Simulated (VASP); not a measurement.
C, 2 atoms in the cell. Symmetry: R-3m, No. 166, trigonal system. The conventional cell has a = 2.456 Å, b = 2.456 Å, c = 10.041 Å, α = 90.00°, β = 90.00°, γ = 120.00°. Within 1.9 Å of C (site symmetry 3m) lie 3 C at 1.42 Å. 

* Program: VASP 6.6.1
* Task: single point
* Functional: LDA
* Potentials or basis: VASP PAW LDA potentials, release 64 (C)
* Cutoff: 520 eV
* k mesh: 18 × 18 × 18
* Occupations: gaussian, width 0.05 eV
* Spin: no spin polarisation
* Dipole correction: no
* Further INCAR settings: ALGO = Normal; EDIFF = 1e-06; NBANDS = 11

Potentials or basis: VASP PAW LDA potentials, release 64 (C).

Run with:

```bash
$ cat potpaw_LDA.64/C/POTCAR > POTCAR
$ mpirun -np 1 vasp_std > vasp.out
```

Hardware: 1 thread of Intel Xeon 8259CL (shared host).

How long does it take, and how much memory?

Wall time 3.2 min on 1 thread of Intel Xeon 8259CL (shared host), peak memory 0.2 GiB. Counts: scf iterations 11, k points 580.
